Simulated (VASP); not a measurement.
Input of a VASP 6.6.1 run:

File INCAR:

```
SYSTEM = Mg8SeS7
  PREC = Accurate
  ENCUT = 520
  EDIFF = 1E-6
  ISMEAR = -1
  SIGMA = 0.05
  LREAL = Auto
  LASPH = .True.
  NELM = 80
  ALGO = Normal
  ISIF = 2
  LWAVE = .False.
  LCHARG = .False.
  GGA = PS
  NBANDS = 46
```

File KPOINTS:

```
Automatic mesh
0
Gamma
  1 1 2
  0 0 0
```

The input POSCAR:

```
Mg8SeS7
1.0
    0.0000000000      5.2141120000      5.2141120000
    5.2141120000      0.0000000000      5.2141120000
    5.2141120000      5.2141120000      0.0000000000
Se S Mg
1 7 8
Direct
    0.7501210000      0.2260580000      0.2540440000
    0.2589090000      0.7268420000      0.7716570000
    0.2364730000      0.7463280000      0.2655900000
    0.7494350000      0.2330580000      0.7564390000
    0.2412130000      0.2573100000      0.7388540000
    0.7551240000      0.7472190000      0.2278400000
    0.2599260000      0.2440290000      0.2610720000
    0.7344110000      0.7433690000      0.7573720000
    0.9823230000      0.0062580000      0.0041640000
    0.4834140000      0.5054300000      0.4977090000
    0.0089080000      0.9923310000      0.5190420000
    0.4712010000      0.5174130000      0.0094240000
    0.9997320000      0.4971890000      0.0233160000
    0.4969200000      0.0048200000      0.5073360000
    0.4839140000      0.0076070000      0.0020310000
    0.0100340000      0.4859090000      0.4862240000
```

Potentials or basis: VASP PAW PBE potentials, release 64 (Se, S, Mg).

Run with:

```sh
$ cat potpaw_PBE.64/Se/POTCAR potpaw_PBE.64/S/POTCAR potpaw_PBE.64/Mg/POTCAR > POTCAR
$ mpirun -np 1 vasp_std > vasp.out
```

Problem. What does it give for the band gap on the k mesh?

Solution. 2.20 eV, direct.

Problem. Predict the pressure.

Solution. 5.0 GPa.

Stress tensor (GPa, compression positive):
```
 5.66 -2.83  2.95
-2.83  4.85  2.97
 2.95  2.97  4.40
```

Caveat: the k points lie up to 1.04 Å⁻¹ apart; the PAW data sets were made with another functional, which shifts forces and pressure a little. As with any semilocal functional, this PBEsol gap is likely too small.
